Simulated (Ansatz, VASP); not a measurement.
# One calculation of InAs, two programs

```xyz
2
Lattice="0.0000 3.0180 3.0180 3.0180 0.0000 3.0180 3.0180 3.0180 0.0000" Properties=species:S:1:pos:R:3 pbc="T T T"
In    0.0000    0.0000    0.0000
As    4.5270    4.5270    4.5270
```

Alike in both runs: task band structure; functional PBE; k mesh 8 × 8 × 8; occupations fermi-dirac, width 0.05 eV; no spin polarisation.

```csv
,VASP,Ansatz
version,VASP 6.6.1,Ansatz 0.2.0
potentials or method,"VASP PAW PBE potentials, release 64 (In_d_GW, As_GW)",Ansatz PAW
plane-wave cutoff (eV),600,420
valence electrons in the cell,18,28
```

```csv
,VASP,Ansatz,Ansatz less VASP
gap on the k mesh at the Fermi level (eV),none,none,-
pressure (GPa),4.3,4.3,+0.01
```

A gap of «none» marks a metal or a gap that the smearing closes. VASP's potentials hold 18 valence electrons a cell and Ansatz's 28, so a difference there can come from the potentials and not from the codes.
